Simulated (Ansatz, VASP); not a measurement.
Two plane-wave programs on SiO2

```
CELL_PARAMETERS angstrom
4.43427 0.00000 0.00000
0.00000 4.43427 0.00000
0.00000 0.00000 2.65080
ATOMIC_POSITIONS crystal
Si 0.50000 0.50000 0.50000
Si 0.00000 0.00000 0.00000
O 0.69301 0.69301 0.00000
O 0.19301 0.80699 0.50000
O 0.30699 0.30699 0.00000
O 0.80699 0.19301 0.50000
```

Alike in both runs: task single point; functional PBE; k mesh 6 × 6 × 10; occupations gaussian, width 0.05 eV; no spin polarisation.

|  | VASP | Ansatz |
| --- | --- | --- |
| version | VASP 6.6.1 | Ansatz 0.2.0 |
| potentials or method | VASP PAW PBE potentials, release 64 (Si, O), cutoff 520 eV | scalar-relativistic, plane waves, PAW |
| valence electrons in the cell | 32 | 32 |

VASP gave:

```
gap on the k mesh at the Fermi level (eV)                     : 3.96
least direct gap on the mesh (eV)                             : 3.96
pressure (GPa)                                                : -16.1
traceless stress, the component that is largest in VASP (GPa) : 13.13
rms of the force components (eV/Å)                            : 0.496
```

Problem. Which values does Ansatz return?

Solution. gap on the k mesh at the Fermi level (eV): 3.99; least direct gap on the mesh (eV): 3.99; pressure (GPa): -16.4; traceless stress, the component that is largest in VASP (GPa): 12.60; rms of the force components (eV/Å): 0.511.

Atom by atom the forces differ by 0.015 eV/Å (rms over components). With one functional, cell and mesh, what is left measures potentials, basis and numerics.
